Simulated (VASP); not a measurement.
The system is FePt.

```
Pt Fe
1.0
     2.72350    0.00000    0.00000
     0.00000    2.72350    0.00000
     0.00000    0.00000    3.72000
Pt Fe
1 1
Direct
  0.50000 0.50000 0.50000
  0.00000 0.00000 0.00000
```

- Program: VASP 6.6.1
- Task: relaxation of cell and atoms
- Functional: PBEsol
- Dispersion: D3(BJ)
- Potentials or basis: VASP PAW PBE potentials, release 64 (Pt, Fe)
- Cutoff: 600 eV
- k mesh: 10 × 10 × 7
- Occupations: fermi-dirac, width 0.05 eV
- Spin: collinear spin, ferromagnetic start
- Starting moments: [0.0, 3.0] μB

At the start: pressure -12.3 GPa; volume 13.80 Å³/atom.

Q: How do energy, volume and symmetry change on relaxing?

A: Over 8 steps the energy falls by 29.9 meV/atom and the volume is 13.06 Å³/atom (-5.3 %); space group P4/mmm (No. 123, to 0.1 Å) before and after; moment 3.19 μB per cell.

The path:
| step | energy change (eV) | largest force (eV/Å) | pressure (GPa) | volume (Å³) |
| --- | --- | --- | --- | --- |
| 1 | 0.0000 | 0.0000 | -12.25 | 27.59 |
| 2 | 0.1783 | 0.0000 | 32.12 | 23.59 |
| 3 | -0.0595 | 0.0000 | -0.75 | 26.20 |
| 4 | -0.0597 | 0.0000 | -0.06 | 26.13 |
| 5 | -0.0596 | 0.0000 | 0.22 | 26.10 |
| 6 | -0.0597 | 0.0000 | -0.30 | 26.16 |
| 7 | -0.0597 | 0.0000 | -0.16 | 26.15 |
| 8 | -0.0598 | 0.0000 | 0.07 | 26.12 |

Final structure:
```
Pt Fe
1.0
     2.67020    0.00000    0.00000
     0.00000    2.67020    0.00000
     0.00000    0.00000    3.66360
Pt Fe
1 1
Direct
  0.50000 0.50000 0.50000
  0.00000 0.00000 0.00000
```

Caveat: the PAW data sets were made with another functional, which shifts forces and pressure a little.
